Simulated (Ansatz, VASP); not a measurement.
## One calculation of InSe, two programs

INCAR

```
SYSTEM = InSe
  PREC = Accurate
  ENCUT = 520
  EDIFF = 1E-7
  ISMEAR = 0
  SIGMA = 0.05
  LREAL = .False.
  LASPH = .True.
  NELM = 80
  ALGO = Normal
  ISIF = 2
  LWAVE = .False.
  LCHARG = .False.
  LDIPOL = .True.
  IDIPOL = 3
  DIPOL = 0.5 0.5 0.415
  GGA = PE
  IVDW = 12
  NBANDS = 48
```

Contents of KPOINTS:

```
regular mesh
0
Gamma
  9 9 1
  0 0 0
```

Contents of POSCAR:

```
InSe
1.0
    4.0266103962      0.0000000000      0.0000000000
   -2.0133051981      3.4871468942      0.0000000000
    0.0000000000      0.0000000000     28.2707105020
Se In
4 4
Direct
    0.0000000000      0.0000000000      0.1591753415
    0.0000000000      0.0000000000      0.3496677330
    0.0000000000      0.8888888889      0.4808989590
    0.0000000000      0.8888888889      0.6713913504
    0.6666666667      0.3333333333      0.2049979890
    0.6666666667      0.3333333333      0.3038451602
   -0.6666666667      0.5555555556      0.5267216065
   -0.6666666667      0.5555555556      0.6255687776
```

Input for Ansatz:

```yaml
crystal:
  lattice:
    - [4.0266103962, 0.0, 0.0]
    - [-2.0133051981, 3.4871468942, 0.0]
    - [0.0, 0.0, 28.270710502]
  atoms:
    - { symbol: Se, position: [0.0, 0.0, 0.1591753415] }
    - { symbol: In, position: [0.6666666667, 0.3333333333, 0.204997989] }
    - { symbol: In, position: [0.6666666667, 0.3333333333, 0.3038451602] }
    - { symbol: Se, position: [0.0, 0.0, 0.349667733] }
    - { symbol: Se, position: [0.0, 0.8888888889, 0.480898959] }
    - { symbol: In, position: [-0.6666666667, 0.5555555556, 0.5267216065] }
    - { symbol: In, position: [-0.6666666667, 0.5555555556, 0.6255687776] }
    - { symbol: Se, position: [0.0, 0.8888888889, 0.6713913504] }
basis:
  ecutwfc: 420
kpoints:
  mp_grid: { grid: [9, 9, 1] }
hamiltonian:
  xc: pbe
  pseudopotentials: { kind: paw, azcp: { folder: soft_1 } }
  dispersion: d3bj
scf:
  occupations: { method: gaussian, width: 0.05 }
output:
  forces: true
  eigenvalues: true
efield:
  axis: 3
  dipole_correction: true
  ramp_width: 0.04
```

Alike in both runs: task single point; functional PBE; dispersion D3(BJ); k mesh 9 × 9 × 1; occupations gaussian, width 0.05 eV; no spin polarisation.

```csv
,VASP,Ansatz
version,VASP 6.6.1,Ansatz 0.2.0
potentials or method,"VASP PAW PBE potentials, release 64 (Se, In_d), cutoff 520 eV","scalar-relativistic, plane waves, PAW"
valence electrons in the cell,76,116
```

```csv
,VASP,Ansatz,Ansatz less VASP
gap on the k mesh at the Fermi level (eV),1.20,1.21,+0.011
least direct gap on the mesh (eV),1.25,1.26,+0.009
rms of the force components (eV/Å),0.009,0.006,-0.0038
```

VASP's potentials hold 76 valence electrons a cell and Ansatz's 116, so a difference there can come from the potentials and not from the codes.
